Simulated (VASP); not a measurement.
# PtS2 (P1) in VASP: further runs

The runs below take PtS2 through single point, with PBE.

All numbers are computed with VASP 6.6.1; they aren't measurements. Logs are shortened: lines on timing, memory, paths and dates and some standing lists are left out, and cuts for length are marked.

## Step 1: The cell of the first run

The typed cell holds 3 atoms: a = 3.543 Å, b = 3.543 Å, c = 5.039 Å, α = 90.00°, β = 90.00°, γ = 120.00°.

## Step 2: Single point, PBE (atom 2 (S) moved by (+0.150, -0.300) A along [1 1 0] and z)

Input file INCAR:

```
SYSTEM = PtS2
PREC = Accurate ; ENCUT = 520
EDIFF = 1E-7 ; ISMEAR = 0
SIGMA = 0.05 ; LREAL = .False.
LASPH = .True. ; NELM = 60
ALGO = Normal ; ISIF = 2
LWAVE = .False. ; LCHARG = .False.
GGA = PE ; NBANDS = 18
```

Input file KPOINTS:

```
regular mesh
0
Gamma
  12 12 8
  0 0 0
```

Input file POSCAR:

```
PtS2
1.0
    3.5431994758      0.0000000000      0.0000000000
   -1.7715997379      3.0685007567      0.0000000000
    0.0000000000      0.0000000000      5.0388000000
Pt S
1 2
Direct
    0.0000000000      0.0000000000      0.0000000000
    0.3805514654      0.7012327384      0.1904620148
    0.6666666667      0.3333333333      0.7500000000
```

Potentials or basis: VASP PAW PBE potentials, release 64 (Pt, S).

The run is started by

```sh
$ cat potpaw_PBE.64/Pt/POTCAR potpaw_PBE.64/S/POTCAR > POTCAR
$ mpirun -np 1 vasp_std > vasp.out
```

OUTCAR:

```text
SYSTEM = PtS2
   PREC = Accurate
   ENCUT = 520
   EDIFF = 1E-7
   ISMEAR = 0
   LREAL = .False.
   LASPH = .True.
   NELM = 60
   ISIF = 2
   GGA = PE

 ion  position               nearest neighbor table
   1  0.000  0.000  0.000-   2 2.13   2 2.30   2 2.36   3 2.40   3 2.40   3 2.40
   2  0.381  0.701  0.190-   1 2.13   1 2.30   1 2.36
   3  0.667  0.333  0.750-   1 2.40   1 2.40   1 2.40

  LATTYP: Found a hexagonal cell.
 ALAT       =     3.5431994758
 C/A-ratio  =     1.4221045229

  Lattice vectors:

 A1 = (   3.5431994758,   0.0000000000,   0.0000000000)
 A2 = (  -1.7715997379,   3.0685007567,   0.0000000000)
 A3 = (   0.0000000000,   0.0000000000,   5.0388000000)

Analysis of symmetry for initial positions (statically):
=====================================================================
 Subroutine PRICEL returns:
 Original cell was already a primitive cell.

 Routine SETGRP: Setting up the symmetry group for a
 hexagonal supercell.

 Subroutine GETGRP returns: Found  1 space group operations
 (whereof  1 operations were pure point group operations)
 out of a pool of 24 trial point group operations.

The static configuration has the point symmetry C_1 .

Analysis of symmetry for dynamics (positions and initial velocities):
=====================================================================
 Subroutine PRICEL returns:
 Original cell was already a primitive cell.

 Routine SETGRP: Setting up the symmetry group for a
 hexagonal supercell.

 Subroutine GETGRP returns: Found  1 space group operations
 (whereof  1 operations were pure point group operations)
 out of a pool of 24 trial point group operations.

The dynamic configuration has the point symmetry C_1 .

 Subroutine INISYM returns: Found  1 space group operations
 (whereof  1 operations are pure point group operations),
 and found     1 'primitive' translations

----------------------------------------------------------------------------------------

                                     Primitive cell

  volume of cell :      54.7834

  direct lattice vectors                    reciprocal lattice vectors
     3.543199476  0.000000000  0.000000000     0.282230794  0.162946025  0.000000000
    -1.771599738  3.068500757  0.000000000     0.000000000  0.325892049  0.000000000
     0.000000000  0.000000000  5.038800000     0.000000000  0.000000000  0.198459951

  length of vectors
     3.543199476  3.543199476  5.038800000     0.325892049  0.325892049  0.198459951

  position of ions in fractional coordinates (direct lattice)
     0.000000000  0.000000000  0.000000000
     0.380551465  0.701232738  0.190462015
     0.666666667  0.333333333  0.750000000

  ion indices of the primitive-cell ions
   primitive index   ion index
                 1           1
                 2           2
                 3           3

----------------------------------------------------------------------------------------

 KPOINTS: regular mesh

Automatic generation of k-mesh.
 Grid dimensions read from file:
 generate k-points for:   12   12    8

 Generating k-lattice:

  Cartesian coordinates                     Fractional coordinates (reciprocal lattice)
     0.023519233  0.013578835  0.000000000     0.083333333  0.000000000  0.000000000
     0.000000000  0.027157671  0.000000000     0.000000000  0.083333333  0.000000000
     0.000000000  0.000000000  0.024807494     0.000000000  0.000000000  0.125000000

  Length of vectors
     0.027157671  0.027157671  0.024807494

  Shift w.r.t. Gamma in fractional coordinates (k-lattice)
     0.000000000  0.000000000  0.000000000

 Subroutine IBZKPT returns following result:
 ===========================================

 Found    580 irreducible k-points:

 Following reciprocal coordinates:
            Coordinates               Weight
  0.000000  0.000000  0.000000      1.000000
  0.083333  0.000000  0.000000      2.000000
  0.000000  0.083333  0.000000      2.000000
 -0.083333  0.083333  0.000000      2.000000
  0.166667  0.000000  0.000000      2.000000
  0.000000  0.166667  0.000000      2.000000
[... 16 lines left out ...]
  0.166667  0.083333  0.000000      2.000000
 -0.083333  0.250000  0.000000      2.000000
 [... further k-points ...]
   k-points           NKPTS =    580   k-points in BZ     NKDIM =    580   number of bands    NBANDS=     18
   number of dos      NEDOS =    301   number of ions     NIONS =      3
   total plane-waves  NPLWV =  31360
   dimension x,y,z NGX =    28 NGY =   28 NGZ =   40
   dimension x,y,z NGXF=    56 NGYF=   56 NGZF=   80
   ions per type =               1   2
   NGX,Y,Z   is equivalent  to a cutoff of  13.14, 13.14, 13.20 a.u.
   NGXF,Y,Z  is equivalent  to a cutoff of  26.28, 26.28, 26.39 a.u.
 SYSTEM =  PtS2
   PREC   = accura    normal or accurate (medium, high low for compatibility)
   ISTART =      0    job   : 0-new  1-cont  2-samecut
   ICHARG =      2    charge: 1-file 2-atom 10-const
   ISPIN  =      1    spin polarized calculation?
   LNONCOLLINEAR =      F non collinear calculations
   LSORBIT =      F    spin-orbit coupling
   LASPH  =      T    aspherical Exc in radial PAW
   ENCUT  =  520.0 eV  38.22 Ry    6.18 a.u.   6.59  6.59  9.37*2*pi/ulx,y,z
   NELM   =     60;   NELMIN=  2; NELMDL= -5     # of ELM steps
   EDIFF  = 0.1E-06   stopping-criterion for ELM
   LREAL  =      F    real-space projection
   EDIFFG = 0.1E-05   stopping-criterion for IOM
   NSW    =      0    number of steps for IOM
   IBRION =     -1    ionic relax: 0-MD 1-quasi-New 2-CG
   NFREE  =      0    steps in history (QN), initial steepest desc. (CG)
   ISIF   =      2    stress and relaxation
   ISYM   =      2    0-nonsym 1-usesym 2-fastsym
   POTIM  = 0.5000    time-step for ionic-motion
   TEBEG  =    0.0;   TEEND  =   0.0 temperature during run
   PSTRESS=    0.0 pullay stress
   NELECT =      22.0000    total number of electrons
   NUPDOWN=      -1.0000    fix difference up-down
   EMIN   =  10.00;   EMAX   =-10.00  energy-range for DOS
   EFERMI =   0.00;   METHOD = LEGACY
   ISMEAR =     0;   SIGMA  =   0.05  broadening in eV -4-tet -1-fermi 0-gaus
   EFERMI_NEDOS =   21; number of points for ismear=-14 and -15
   IALGO  =     38    algorithm
   IMIX   =      4    mixing-type and parameters
     AMIX     =   0.40;   BMIX     =  1.00
     AMIX_MAG =   1.60;   BMIX_MAG =  1.00
  volume/ion in A,a.u.               =      18.26       123.23
  Fermi-wavevector in a.u.,A,eV,Ry     =   1.207812  2.282434 19.848319  1.458810
  Thomas-Fermi vector in A             =   2.343439
   LORBIT       =      0    0 simple, 1 ext, 2 COOP (PROOUT), +10 PAW based schemes
   GGA     = PE    functional components
   LHFCALC =     F    Hartree Fock is set to
   AEXX    =    0.0000 exact exchange contribution
   IVDW    =     0    specifies the selected vdW correction
   LEPSILON=     F    determine dielectric tensor
   LRPA    =     F    only Hartree local field effects (RPA)
 non-spin polarized calculation
 Gauss-broadening in eV      SIGMA  =   0.05
  energy-cutoff  :      520.00
  volume of cell :       54.78
 maximum number of plane-waves:      1507
   NGX = 13   NGY = 13   NGZ = 19

 number of electron      22.0000001 magnetization

 Free energy of the ion-electron system (eV)
  ---------------------------------------------------
  ext. energy  EPLUGINS =         0.00000000
  ---------------------------------------------------
  free energy    TOTEN  =       -14.72227582 eV

  energy without entropy =      -14.72227582  energy(sigma->0) =      -14.72227582

 E-fermi :   7.2129     XC(G=0): -10.5410

 val. band max:        6.9647831935   @ k =  -0.1667   0.0000   0.1250
 cond. band min:       7.4983317562   @ k =   0.3333   0.3333   0.0000
 fundamental gap:      0.5335485627
 Fermi energy:         7.2128643787

 k-point     1 :       0.0000    0.0000    0.0000
  band No.  band energies     occupation
      1      -9.0632      2.00000
      2      -5.5920      2.00000
      3      -0.7559      2.00000
      4      -0.5442      2.00000
      5      -0.1568      2.00000
      6       2.5527      2.00000
[... 10 lines left out ...]
     17      14.9989      0.00000
     18      18.2657      0.00000

 k-point     2 :       0.0833    0.0000    0.0000
  band No.  band energies     occupation
      1      -8.9648      2.00000
      2      -5.6632      2.00000
      3      -0.6688      2.00000
      4      -0.4574      2.00000
      5      -0.0565      2.00000
      6       2.4062      2.00000
[... 10 lines left out ...]
     17      14.7910      0.00000
     18      17.7875      0.00000

 k-point     3 :       0.0000    0.0833    0.0000
  band No.  band energies     occupation
      1      -8.9726      2.00000
      2      -5.6506      2.00000
      3      -0.7070      2.00000
      4      -0.4912      2.00000
      5      -0.0545      2.00000
      6       2.4535      2.00000
[... 10 lines left out ...]
     17      15.2267      0.00000
     18      18.0752      0.00000

 k-point     4 :      -0.0833    0.0833    0.0000
  band No.  band energies     occupation
      1      -8.9699      2.00000
      2      -5.6538      2.00000
      3      -0.7133      2.00000
      4      -0.4590      2.00000
      5      -0.0642      2.00000
      6       2.4137      2.00000
[... 375 lines left out ...]
      4      -0.2883      2.00000
      5       0.1280      2.00000
      6       2.1542      2.00000
[... 10 lines left out ...]
     17      15.6248      0.00000
     18      17.0117      0.00000

 k-point    23 :       0.1667    0.0833    0.0000
  band No.  band energies     occupation
      1      -8.4254      2.00000
      2      -5.9784      2.00000
      3      -0.2395      2.00000
      4      -0.0908      2.00000
      5       0.4457      2.00000
      6       1.7392      2.00000
[... 10 lines left out ...]
     17      16.0505      0.00000
     18      16.5501      0.00000

 k-point    24 :      -0.0833    0.2500    0.0000
  band No.  band energies     occupation
      1      -8.4718      2.00000
      2      -5.9249      2.00000
      3      -0.4849      2.00000
      4      -0.2142      2.00000
      5       0.4141      2.00000
      6       1.9914      2.00000
[... 10 lines left out ...]
     17      16.3308      0.00000
     18      16.6267      0.00000

 [... further k-points ...]

------------------------ aborting loop because EDIFF is reached ----------------------------------------

  FORCE on cell =-STRESS in cart. coord.  units (eV):
  Direction    XX          YY          ZZ          XY          YZ          ZX
  --------------------------------------------------------------------------------------
  -------------------------------------------------------------------------------------
  Total        7.7317271      4.7575430      4.6251778      1.6686848     -1.8800171     -2.3152881
  in kB      226.1195640    139.1375482    135.2664386     48.8018114    -54.9823644    -67.7121579
  external PRESSURE =     166.8411836 kB  Pullay stress =       0.0000000 kB

 VOLUME and BASIS-vectors are now :
 -----------------------------------------------------------------------------
  energy-cutoff  :      520.00
  volume of cell :       54.78
      direct lattice vectors                 reciprocal lattice vectors
     3.543199476  0.000000000  0.000000000     0.282230794  0.162946025  0.000000000
    -1.771599738  3.068500757  0.000000000     0.000000000  0.325892049  0.000000000
     0.000000000  0.000000000  5.038800000     0.000000000  0.000000000  0.198459951

 POSITION                                       TOTAL-FORCE (eV/Angst)
 -----------------------------------------------------------------------------------
      0.00000      0.00000      0.00000         2.004448      1.603745     -3.601754
      0.10607      2.15173      0.95970        -2.210208     -1.794970      3.878116
      1.77160      1.02283      3.77910         0.205760      0.191225     -0.276362
 -----------------------------------------------------------------------------------
    total drift:                               -0.000049     -0.000060      0.000093

  FREE ENERGIE OF THE ION-ELECTRON SYSTEM (eV)
  ---------------------------------------------------
  free  energy   TOTEN  =       -14.7222758172 eV

  energy  without entropy=      -14.7222758172  energy(sigma->0) =      -14.72227582
```

Run time: 6.2 min. Hardware: 1 thread of Intel Xeon 6975P-C, shared host; peak memory 0.62 GiB.

Results:

| Item | Value |
| --- | --- |
| Free energy | -14.7223 eV |
| Pressure | 16.7 GPa |
| Largest force | 4.811 eV/Å |
| Band gap on the k mesh | 0.53 eV, indirect (least direct gap 0.81 eV) |

Forces in eV/Å, atoms in the order of the input:
```
Pt   2.004  1.604 -3.602
S   -2.210 -1.795  3.878
S    0.206  0.191 -0.276
```

Stress tensor (GPa, compression positive):
```
22.61  4.88 -6.77
 4.88 13.91 -5.50
-6.77 -5.50 13.53
```

Caveat: the cell differs from its parent crystal (atom 2 (S) moved by (+0.150, -0.300) A along [1 1 0] and z); spin-orbit coupling is left out, which moves the levels of the heavy elements; forces of over 1 eV/Å act on the atoms, so gaps and moduli don't describe the material at rest.

(Part 1 of 2 ends here.)
